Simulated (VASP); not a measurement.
Input of a VASP 6.6.1 run:

Contents of INCAR:

```
SYSTEM = TaN
PREC     = Accurate       ! precision mode
ENCUT    = 520            ! plane-wave cutoff, eV
EDIFF    = 1E-6           ! SCF threshold, eV
ISMEAR   = 0              ! smearing method
SIGMA    = 0.1            ! smearing width, eV
LREAL    = .FALSE.        ! projectors in reciprocal space
LASPH    = .TRUE.         ! aspherical terms in the spheres
NELM     = 100            ! most SCF steps
ALGO     = Normal         ! electronic algorithm
ISIF     = 2              ! what is computed and relaxed
LWAVE    = .FALSE.        ! write WAVECAR
LCHARG   = .FALSE.        ! write CHGCAR
LDIPOL   = .TRUE.       
IDIPOL   = 3            
DIPOL    = 0.5 0.5 0.500
GGA      = PE             ! functional
IBRION   = 2              ! ionic algorithm
NSW      = 70             ! ionic steps
EDIFFG   = -0.03          ! ionic threshold
```

KPOINTS

```
Automatic mesh
0
G
  9 9 1
  0 0 0
```

The input POSCAR:

```
TaN
1.0
    3.1228193035      0.0000000000      0.0000000000
    0.0000000000      3.1228193035      0.0000000000
    0.0000000000      0.0000000000     18.4163334119
Ta N
3 3
Selective dynamics
Direct
    0.0000000000      0.0000000000      0.3800973757  F F F
    0.5000000000      0.5000000000      0.5000000000  T T T
    0.0000000000      0.0000000000      0.6199026243  T T T
    0.5000000000      0.5000000000      0.3800973757  F F F
    0.0000000000      0.0000000000      0.5000000000  T T T
    0.5000000000      0.5000000000      0.6199026243  T T T
```

Potentials or basis: VASP PAW PBE potentials, release 64 (Ta_pv, N).

Command:

```sh
$ cat potpaw_PBE.64/Ta_pv/POTCAR potpaw_PBE.64/N/POTCAR > POTCAR
$ mpirun -np 1 vasp_std > vasp.out
```

Question: Estimate the energy gained by relaxing.

Answer: 45.8 meV/atom.

Question: What does it give for the band gap on the k mesh?

Answer: Zero (bands 24 and 25 overlap by 1.63 eV).

Step by step:
```csv
step,energy change (eV),largest force on free atoms (eV/Å),pressure (GPa)
1,0.0000,1.5845,-4.99
2,-0.1827,0.8328,-4.89
3,-0.2384,0.8346,-4.61
4,-0.2700,0.2467,-4.90
5,-0.2731,0.1698,-4.98
6,-0.2746,0.0507,-4.98
7,-0.2747,0.0434,-4.98
8,-0.2747,0.0421,-4.97
9,-0.2748,0.0182,-5.01
```

Caveat: spin-orbit coupling is left out, which moves the levels of the heavy elements.
